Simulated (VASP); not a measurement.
MoS2, 3 atoms in the cell. The cell holds a slab with vacuum, 3 atoms: a = 3.154 Å, b = 3.154 Å, c = 23.135 Å, α = 90.00°, β = 90.00°, γ = 120.00°. 

- Program: VASP 6.6.1
- Task: single point
- Functional: PBE
- Dispersion: D3(BJ)
- Potentials or basis: VASP PAW PBE potentials, release 64 (S, Mo_sv)
- Cutoff: 520 eV
- k mesh: 30 × 30 × 1
- Occupations: gaussian, width 0.05 eV
- Spin: no spin polarisation
- Dipole correction: yes
- Further INCAR settings: ALGO = Normal; EDIFF = 1e-06; NBANDS = 20

Potentials or basis: VASP PAW PBE potentials, release 64 (S, Mo_sv).

Command:

```bash
$ cat potpaw_PBE.64/S/POTCAR potpaw_PBE.64/Mo_sv/POTCAR > POTCAR
$ mpirun -np 1 vasp_std > vasp.out
```

Hardware: 1 thread of Intel(R) Xeon(R) 6975P-C (Granite Rapids) (shared host).

Q: Estimate the wall time of this run.

A: Run time: 3.4 min on 1 thread of Intel(R) Xeon(R) 6975P-C (Granite Rapids) (shared host), peak memory 0.54 GiB. Counts: scf iterations 22, k points 91.
